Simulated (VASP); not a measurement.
Input of a VASP 6.6.1 run:

The input INCAR:

```
PREC = Accurate
ENCUT = 520
EDIFF = 1E-6
ISMEAR = 0
SIGMA = 0.05
LREAL = F
LASPH = T
NELM = 60
ALGO = Normal
ISIF = 2
LWAVE = F
LCHARG = T
GGA = PE
LELF = T
LVHAR = T
NBANDS = 12
```

The input KPOINTS:

```
regular mesh
0
Gamma
  14 14 14
```

The input POSCAR:

```
LiF
1.0
    0.0000000000      2.0206910791      2.0206910791
    2.0206910791      0.0000000000      2.0206910791
    2.0206910791      2.0206910791      0.0000000000
Li F
1 1
Direct
    0.0000000000      0.0000000000      0.0000000000
    0.5000000000      0.5000000000      0.5000000000
```

Potentials or basis: VASP PAW PBE potentials, release 64 (Li_sv, F).

The run is started by

```console
$ cat potpaw_PBE.64/Li_sv/POTCAR potpaw_PBE.64/F/POTCAR > POTCAR
$ mpirun -np 1 vasp_std > vasp.out
```

Q: Estimate the band gap on the k mesh.

A: 9.00 eV, indirect (the least direct gap lies 0.7 meV higher).

 A k mesh can miss the band edges.
